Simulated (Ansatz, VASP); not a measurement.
**Al32O in VASP and in Ansatz**

```xyz
33
Lattice="8.1000 0.0000 0.0000 0.0000 8.1000 0.0000 0.0000 0.0000 8.1000" Properties=species:S:1:pos:R:3 pbc="T T T"
Al    4.0219   -0.0046    0.0521
Al    6.0444    1.9713    0.0530
Al    6.0439   -0.0049    2.0296
Al   -0.0196   -0.0196    0.0400
Al    1.9828    1.9825    0.0389
Al    4.0116    4.0115    0.0532
Al    6.0511    6.0511    0.0526
Al    1.9834   -0.0181    2.0434
Al    4.0222    1.9699    2.0279
Al    6.0542    4.0133    2.0309
Al    4.0130   -0.0073    4.0719
Al    6.0522    1.9713    4.0727
Al    6.0524   -0.0078    6.1111
Al   -0.0044    4.0218    0.0522
Al    1.9712    6.0443    0.0530
Al   -0.0181    1.9832    2.0434
Al    1.9699    4.0221    2.0278
Al    4.0134    6.0542    2.0309
Al   -0.0051   -0.0050    4.0802
Al    1.9721    1.9723    4.0790
Al    3.9385    3.9386    3.9892
Al    6.1281    6.1283    3.9975
Al    1.9705   -0.0053    6.1015
Al    4.0127    1.9715    6.1092
Al    6.1282    3.9364    6.1880
Al   -0.0050    6.0438    2.0296
Al   -0.0073    4.0129    4.0718
Al    1.9713    6.0522    4.0727
Al   -0.0052    1.9703    6.1016
Al    1.9714    4.0124    6.1094
Al    3.9363    6.1274    6.1880
Al   -0.0078    6.0524    6.1111
O     5.0309    5.0306    5.0924
```

Alike in both runs: functional PBE; k mesh 3 × 3 × 3; occupations fermi-dirac, width 0.05 eV; no spin polarisation.

Ansatz relaxed the structure, and its values are those at the end. VASP's run is a single point on that final structure, the one shown.

|  | VASP | Ansatz |
| --- | --- | --- |
| version | VASP 6.6.1 | Ansatz 0.2.0 |
| potentials or method | VASP PAW PBE potentials, release 64 (Al, O), cutoff 520 eV | scalar-relativistic, plane waves, PAW |
| valence electrons in the cell | 102 | 102 |

|  | VASP | Ansatz | Ansatz less VASP |
| --- | --- | --- | --- |
| rms of the force components (eV/Å) | 0.004 | 0.004 | -0.0007 |

With one functional, cell and mesh, what is left measures potentials, basis and numerics.
